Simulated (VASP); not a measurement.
# Sn (P6_3/mmc) in VASP: density of states with PBE

Aim: the density of states of Sn with PBE.

All numbers are computed with VASP 6.6.1; they aren't measurements. Logs are shortened: lines on timing, memory, paths and dates and some standing lists are left out, and cuts for length are marked.

## 1. The cell of the first run

Symmetry: P6_3/mmc, No. 194, hexagonal system. The conventional cell has a = 3.411 Å, b = 3.411 Å, c = 11.081 Å, α = 90.00°, β = 90.00°, γ = 120.00°. Within 4.5 Å of Sn (site symmetry -3m) lie 12 Sn at 3.40 to 3.41 Å. Within 4.5 Å of Sn (site symmetry -6m2) lie 12 Sn at 3.40 to 3.41 Å.

## 2. Density of states, PBE

POSCAR

```
Sn
1.0
    3.4110420691      0.0000000000      0.0000000000
   -1.7055210346      2.9540490852      0.0000000000
    0.0000000000      0.0000000000     11.0810635637
Sn
4
Direct
    0.0000000000      0.0000000000      0.0000000000
    0.0000000000      0.0000000000      0.5000000000
    0.3333333333      0.6666666667      0.2500000000
    0.6666666667      0.3333333333      0.7500000000
```

INCAR.step1

```
SYSTEM = Sn
PREC = Accurate
ENCUT = 520
EDIFF = 1E-6
ISMEAR = -1
SIGMA = 0.1
LREAL = .False.
LASPH = .True.
NELM = 100
ALGO = Normal
ISIF = 2
LWAVE = .False.
LCHARG = .True.
GGA = PE
NBANDS = 36
```

KPOINTS.step1

```
regular mesh
0
Gamma
  12 12 3
  0 0 0
```

INCAR.step2

```
SYSTEM = Sn
PREC = Accurate
ENCUT = 520
EDIFF = 1E-6
ISMEAR = -5
SIGMA = 0.1
LREAL = .False.
LASPH = .True.
NELM = 100
ALGO = Normal
ISIF = 2
LWAVE = .False.
LCHARG = .False.
GGA = PE
LORBIT = 10
NEDOS = 2001
ICHARG = 11
```

KPOINTS.step2

```
regular mesh
0
Gamma
  18 18 5
  0 0 0
```

Potentials or basis: VASP PAW PBE potentials, release 64 (Sn_d).

On the command line:

```sh
> cat potpaw_PBE.64/Sn_d/POTCAR > POTCAR
> cp INCAR.step1 INCAR
> cp KPOINTS.step1 KPOINTS
> mpirun -np 1 vasp_std > vasp.out
> cp INCAR.step2 INCAR
> cp KPOINTS.step2 KPOINTS
> mpirun -np 1 vasp_std > vasp.out
```

OUTCAR:

```text
SYSTEM = Sn
   PREC = Accurate
   ENCUT = 520
   EDIFF = 1E-6
   ISMEAR = -5
   LREAL = .False.
   LASPH = .True.
   NELM = 100
   ISIF = 2
   GGA = PE
   LORBIT = 10
   ICHARG = 11

 ion  position               nearest neighbor table
   1  0.000  0.000  0.000-   3 3.40   4 3.40   4 3.40   3 3.40   4 3.40   3 3.40
   2  0.000  0.000  0.500-   3 3.40   4 3.40   4 3.40   3 3.40   4 3.40   3 3.40
   3  0.333  0.667  0.250-   1 3.40   2 3.40   1 3.40   2 3.40   1 3.40   2 3.40
   4  0.667  0.333  0.750-   1 3.40   2 3.40   1 3.40   2 3.40   1 3.40   2 3.40

  LATTYP: Found a hexagonal cell.
 ALAT       =     3.4110420691
 C/A-ratio  =     3.2485860154

  Lattice vectors:

 A1 = (   3.4110420691,   0.0000000000,   0.0000000000)
 A2 = (  -1.7055210346,   2.9540490852,   0.0000000000)
 A3 = (   0.0000000000,   0.0000000000,  11.0810635637)

Analysis of symmetry for initial positions (statically):
=====================================================================
 Subroutine PRICEL returns:
 Original cell was already a primitive cell.

 Routine SETGRP: Setting up the symmetry group for a
 hexagonal supercell.

 Subroutine GETGRP returns: Found 24 space group operations
 (whereof 12 operations were pure point group operations)
 out of a pool of 24 trial point group operations.

The static configuration has the point symmetry D_3d.
 The point group associated with its full space group is D_6h.

Analysis of symmetry for dynamics (positions and initial velocities):
=====================================================================
 Subroutine PRICEL returns:
 Original cell was already a primitive cell.

 Routine SETGRP: Setting up the symmetry group for a
 hexagonal supercell.

 Subroutine GETGRP returns: Found 24 space group operations
 (whereof 12 operations were pure point group operations)
 out of a pool of 24 trial point group operations.

The dynamic configuration has the point symmetry D_3d.
 The point group associated with its full space group is D_6h.

 Subroutine INISYM returns: Found 24 space group operations
 (whereof 12 operations are pure point group operations),
 and found     1 'primitive' translations

----------------------------------------------------------------------------------------

                                     Primitive cell

  volume of cell :     111.6571

  direct lattice vectors                    reciprocal lattice vectors
     3.411042069  0.000000000  0.000000000     0.293165543  0.169259205  0.000000000
    -1.705521035  2.954049085  0.000000000     0.000000000  0.338518410  0.000000000
[... 96 lines left out ...]
   NFREE  =      0    steps in history (QN), initial steepest desc. (CG)
   ISIF   =      2    stress and relaxation
   ISYM   =      2    0-nonsym 1-usesym 2-fastsym
   POTIM  = 0.5000    time-step for ionic-motion
   TEBEG  =    0.0;   TEEND  =   0.0 temperature during run
   PSTRESS=    0.0 pullay stress
   NELECT =      56.0000    total number of electrons
   NUPDOWN=      -1.0000    fix difference up-down
   EMIN   =  10.00;   EMAX   =-10.00  energy-range for DOS
   EFERMI =   0.00;   METHOD = LEGACY
   ISMEAR =    -5;   SIGMA  =   0.10  broadening in eV -4-tet -1-fermi 0-gaus
   EFERMI_NEDOS =   21; number of points for ismear=-14 and -15
   IALGO  =     38    algorithm
   IMIX   =      4    mixing-type and parameters
     AMIX     =   0.40;   BMIX     =  1.00
     AMIX_MAG =   1.60;   BMIX_MAG =  1.00
  volume/ion in A,a.u.               =      27.91       188.37
  Fermi-wavevector in a.u.,A,eV,Ry     =   1.300695  2.457957 23.018434  1.691807
  Thomas-Fermi vector in A             =   2.431877
   LORBIT       =     10    0 simple, 1 ext, 2 COOP (PROOUT), +10 PAW based schemes
   GGA     = PE    functional components
   LHFCALC =     F    Hartree Fock is set to
   AEXX    =    0.0000 exact exchange contribution
   IVDW    =     0    specifies the selected vdW correction
   LEPSILON=     F    determine dielectric tensor
   LRPA    =     F    only Hartree local field effects (RPA)
 non-spin polarized calculation
 Fermi weights with tetrahedron method with Bloechl corrections
  energy-cutoff  :      520.00
  volume of cell :      111.66
 maximum number of plane-waves:      3031
 NGX is ok and might be reduce to    28

 number of electron      55.9999996 magnetization

 Free energy of the ion-electron system (eV)
  ---------------------------------------------------
  ext. energy  EPLUGINS =         0.00000000
  ---------------------------------------------------
  free energy    TOTEN  =       -15.12273039 eV

  energy without entropy =      -15.12273039  energy(sigma->0) =      -15.12273039

 E-fermi :   7.8189     XC(G=0): -10.2410

 val. band max:        7.9417144580   @ k =   0.1667   0.1111   0.2000
 cond. band min:       7.6575789280   @ k =   0.3333   0.3333   0.2000
 fundamental gap:     -0.2841355300
 Fermi energy:         7.8189043022

 k-point     1 :       0.0000    0.0000    0.0000
  band No.  band energies     occupation
      1     -13.7427      2.00000
      2     -13.7414      2.00000
      3     -13.7361      2.00000
      4     -13.7361      2.00000
      5     -13.7321      2.00000
      6     -13.7321      2.00000
[... 853 lines left out ...]
     32       9.4429      0.00000
     33       9.9791      0.00000

 [... further k-points ...]
[... 5 lines left out ...]
  --------------------------------------------------------------------------------------
  -------------------------------------------------------------------------------------
  Total       -0.0787185     -0.0787185      0.1464903      0.0000000     -0.0000000     -0.0000000
  in kB       -1.1295385     -1.1295385      2.1020026      0.0000000     -0.0000000     -0.0000000
  external PRESSURE =      -0.0523581 kB  Pullay stress =       0.0000000 kB

 VOLUME and BASIS-vectors are now :
 -----------------------------------------------------------------------------
  energy-cutoff  :      520.00
  volume of cell :      111.66
      direct lattice vectors                 reciprocal lattice vectors
     3.411042069  0.000000000  0.000000000     0.293165543  0.169259205  0.000000000
    -1.705521035  2.954049085  0.000000000     0.000000000  0.338518410  0.000000000
     0.000000000  0.000000000 11.081063564     0.000000000  0.000000000  0.090244045

 POSITION                                       TOTAL-FORCE (eV/Angst)
 -----------------------------------------------------------------------------------
      0.00000      0.00000      0.00000        -0.000000      0.000000      0.000000
      0.00000      0.00000      5.54053        -0.000000      0.000000      0.000000
     -0.00000      1.96937      2.77027         0.000000     -0.000000     -0.000000
      1.70552      0.98468      8.31080        -0.000000      0.000000      0.000000
 -----------------------------------------------------------------------------------
    total drift:                                0.000000      0.000000     -0.000000

  FREE ENERGIE OF THE ION-ELECTRON SYSTEM (eV)
  ---------------------------------------------------
  free  energy   TOTEN  =       -15.1227303876 eV

  energy  without entropy=      -15.1227303876  energy(sigma->0) =      -15.12273039

 total charge

# of ion       s       p       d       tot
------------------------------------------
    1        1.301   0.864   9.968  12.133
    2        1.301   0.864   9.968  12.133
    3        1.307   0.855   9.970  12.133
    4        1.307   0.855   9.970  12.133
--------------------------------------------------
tot          5.216   3.439  39.877  48.531
```

Wall time 4.4 min (1 thread of Intel Xeon Platinum 8488C (Sapphire Rapids), shared host); peak memory 0.44 GiB.

What came out:

```yaml
Valence_electrons_inside_the_program's_atomic_spheres: Sn 12.13
```

Caveat: spin-orbit coupling is left out, which moves the levels of the heavy elements; tetrahedron occupations give inexact forces and stress in metals.
